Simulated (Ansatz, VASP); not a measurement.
# C in VASP and in Ansatz

File INCAR:

```
SYSTEM = C
PREC = Accurate
ENCUT = 520
EDIFF = 1E-8
ISMEAR = -1
SIGMA = 0.03
LREAL = .FALSE.
LASPH = .TRUE.
NELM = 80
ALGO = Normal
ISIF = 2
LWAVE = .FALSE.
LCHARG = .FALSE.
GGA = CA
LEFG = .TRUE.
NBANDS = 11
```

KPOINTS

```
regular mesh
0
G
  16 16 16
  0 0 0
```

File POSCAR:

```
C
1.0
    0.0000000000      1.7655660000      1.7834000000
    1.7655660000      0.0000000000      1.7834000000
    1.7655660000      1.7655660000      0.0000000000
C
2
Direct
    0.5000000000      0.5000000000      0.5000000000
    0.7500000000      0.7500000000      0.7500000000
```

Input for Ansatz:

```yaml
crystal:
  lattice:
    - [0.0, 1.765566, 1.7834]
    - [1.765566, 0.0, 1.7834]
    - [1.765566, 1.765566, 0.0]
  atoms:
    - { symbol: C, position: [0.5, 0.5, 0.5] }
    - { symbol: C, position: [0.75, 0.75, 0.75] }
kpoints:
  mp_grid: { grid: [16, 16, 16] }
scf:
  occupations: { method: fermi_dirac, width: 0.03 }
hamiltonian:
  xc: lda
  pseudopotentials: { kind: all_electron, datasets: crystal }
output:
  forces: true
  stress: true
  eigenvalues: true
  efg: { contact_densities: true }
```

Change from the starting cell: equal xx and yy strain of -1 %, crystal datasets.

Alike in both runs: task electric field gradients; functional LDA; k mesh 16 × 16 × 16; occupations fermi-dirac, width 0.03 eV; no spin polarisation.

|  | VASP | Ansatz |
| --- | --- | --- |
| version | VASP 6.6.1 | Ansatz 0.2.0 |
| potentials or method | VASP PAW LDA potentials, release 64 (C), cutoff 520 eV | all-electron PAW with datasets made for the crystal, scalar-relativistic |

|  | VASP | Ansatz | Ansatz less VASP |
| --- | --- | --- | --- |
| gap on the k mesh at the Fermi level (eV) | 4.02 | 4.02 | +0.006 |
| pressure (GPa) | -2.8 | -4.2 | -1.44 |
| traceless stress, the component that is largest in VASP (GPa) | -6.40 | -6.41 | -0.016 |
| size of Vzz on the site where it differs most (V/Å²) | 0.4 | 0.5 | +0.06 |

LDA's correlation is that of Perdew and Zunger in VASP and of Perdew and Wang (1992) in Ansatz. Ansatz ran all-electron here, and VASP with PAW potentials.
